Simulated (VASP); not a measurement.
Wanted: the native input for a VASP 6.6.1 run.

```
Task                   : single point
Functional             : PBEsol
Potentials or basis    : VASP PAW PBE potentials, release 64 (Zr_sv, S)
Cutoff                 : 520 eV
k mesh                 : 14 × 14 × 10
Occupations            : gaussian, width 0.1 eV
Spin                   : no spin polarisation
Dipole correction      : no
Further INCAR settings : ALGO = Normal; EDIFF = 1e-06; NBANDS = 26
```

The structure of ZrS lies in POSCAR:

```
ZrS
1.0
    2.5055830902      2.5055830902      0.0000000000
   -2.6463203779      2.6463203779      0.0000000000
    0.0000000000      0.0000000000      5.1655553550
Zr S
2 2
Direct
    0.0000000000      0.0000000000      0.0000000000
    0.5000000000      0.5000000000      0.5000000000
    0.5000000000      0.5000000000      0.0000000000
    0.0000000000      0.0000000000      0.5000000000
```

This cell differs from its parent crystal: uniaxial strain along a: -3.0 %, then relaxed in part.

These files were run (other wordings do the same):

INCAR

```
  ALGO = Normal
  EDIFF = 1E-6
  ENCUT = 520
  GGA = PS
  ISIF = 2
  ISMEAR = 0
  LASPH = True
  LCHARG = True
  LELF = True
  LREAL = False
  LVHAR = True
  LWAVE = False
  NBANDS = 26
  NELM = 60
  PREC = Accurate
  SIGMA = 0.1
```

KPOINTS

```
k-points
0
Gamma
  14 14 10
```

Potentials or basis: VASP PAW PBE potentials, release 64 (Zr_sv, S).

Run with:

```sh
$ cat potpaw_PBE.64/Zr_sv/POTCAR potpaw_PBE.64/S/POTCAR > POTCAR
$ mpirun -np 1 vasp_std > vasp.out
```

Results of the run:

- Pressure: 1.2 GPa
- Band gap on the k mesh: zero (bands 18 and 19 overlap by 3.04 eV)

Caveat: the cell differs from its parent crystal (uniaxial strain along a: -3.0 %, then relaxed in part); the PAW data sets were made with another functional, which shifts forces and pressure a little.

Wall time 3.9 min on 1 thread of Intel(R) Xeon(R) 6975P-C (Granite Rapids), on a shared host, peak memory 0.6 GiB.
